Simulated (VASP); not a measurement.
A run of VASP 6.6.1:

The input INCAR:

```
SYSTEM = SnO2
ALGO = Normal
EDIFF = 1E-6
ENCUT = 520
ISIF = 2
ISMEAR = 0
LASPH = .True.
LCHARG = .True.
LELF = .True.
LREAL = .False.
LVHAR = .True.
LWAVE = .False.
NBANDS = 35
NELM = 60
PREC = Accurate
SIGMA = 0.05
```

Contents of KPOINTS:

```
k-points
0
Gamma
  6 6 8
  0 0 0
```

File POSCAR:

```
SnO2
1.0
    4.5684689812      0.0000000000      0.0000000000
    0.0000000000      4.5689536805      0.0000000000
    0.0000000000      0.0000000000      3.0863613216
Sn O
2 4
Direct
    0.5000000000      0.5000000000      0.5000000000
    0.0000000000      0.0000000000      0.0000000000
    0.3059920358      0.3061675029      0.0000000000
    0.8059920358      0.1938324971      0.5000000000
    0.1940079642      0.8061675029      0.5000000000
    0.6940079642      0.6938324971      0.0000000000
```

Potentials or basis: VASP PAW LDA potentials, release 64 (Sn_d, O).

Command:

```sh
$ cat potpaw_LDA.64/Sn_d/POTCAR potpaw_LDA.64/O/POTCAR > POTCAR
$ mpirun -np 1 vasp_std > vasp.out
```

Hardware: 1 thread of Intel(R) Xeon(R) 6975P-C (Granite Rapids), with other jobs on the host.

Estimate the wall time of this run.

It took 2.2 min on 1 thread of Intel(R) Xeon(R) 6975P-C (Granite Rapids) (shared host), peak memory 0.24 GiB. Counts: scf iterations 13, k points 80.
